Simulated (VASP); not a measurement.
Crystal: BeZn2Se3.

```
CELL_PARAMETERS angstrom
6.46465 0.00000 0.00000
-3.23233 5.59855 0.00000
0.00000 0.00000 3.75786
ATOMIC_POSITIONS crystal
Be 0.00000 0.00000 0.00000
Zn 0.33333 0.66667 0.00000
Zn 0.66667 0.33333 0.00000
Se 0.50000 0.00000 0.50000
Se 0.50000 0.50000 0.50000
Se 0.00000 0.50000 0.50000
```

The cell was built from a structure type or drawn by symmetry, and may not be a known phase.

| Property | Result |
| --- | --- |
| Program | VASP 6.6.1 |
| Task | relaxation of cell and atoms |
| Functional | PBE |
| Potentials or basis | VASP PAW PBE potentials, release 64 (Be, Zn, Se) |
| Cutoff | 600 eV |
| k mesh | 6 × 6 × 10 |
| Occupations | gaussian, width 0.1 eV |
| Spin | no spin polarisation |

At the start: pressure 0.2 GPa; volume 22.67 Å³/atom.

Where does the relaxation end?

Over 15 steps the energy falls by 91.7 meV/atom and the volume is 24.73 Å³/atom (+9.1 %); space group P6/mmm (No. 191, to 0.1 Å) before and after.

Step by step:
```csv
step,energy change (eV),largest force (eV/Å),pressure (GPa),volume (Å³)
1,0.0000,0.0000,0.20,136.01
2,-0.0135,0.0000,0.16,136.55
3,-0.0244,0.0000,0.02,137.53
4,-0.0254,0.0000,0.01,137.79
5,-0.0283,0.0000,-0.10,138.29
6,-0.0362,0.0000,-0.20,139.23
7,-0.0376,0.0000,-0.26,140.91
8,-0.2286,0.0000,-0.26,143.36
9,-0.3437,0.0000,3.49,144.22
10,-0.4611,0.0000,0.39,144.43
11,-0.5350,0.0000,1.32,144.57
12,-0.5335,0.0000,0.12,149.63
13,-0.5414,0.0000,0.70,146.87
14,-0.5502,0.0000,0.08,148.17
15,-0.5504,0.0000,-0.01,148.37
```

Final structure:
```yaml
crystal:
  lattice:
    - [7.68712, 0.00000, 0.00000]
    - [-3.84356, 6.65724, 0.00000]
    - [0.00000, 0.00000, 2.89933]
  atoms:
    - { symbol: Be, position: [0.00000, 0.00000, 0.00000] }
    - { symbol: Zn, position: [0.33333, 0.66667, 0.00000] }
    - { symbol: Zn, position: [0.66667, 0.33333, 0.00000] }
    - { symbol: Se, position: [0.50000, 0.00000, 0.50000] }
    - { symbol: Se, position: [0.50000, 0.50000, 0.50000] }
    - { symbol: Se, position: [0.00000, 0.50000, 0.50000] }
```

Caveat: a cell axis changed by over 15 % at a fixed basis, so the end point is rough.
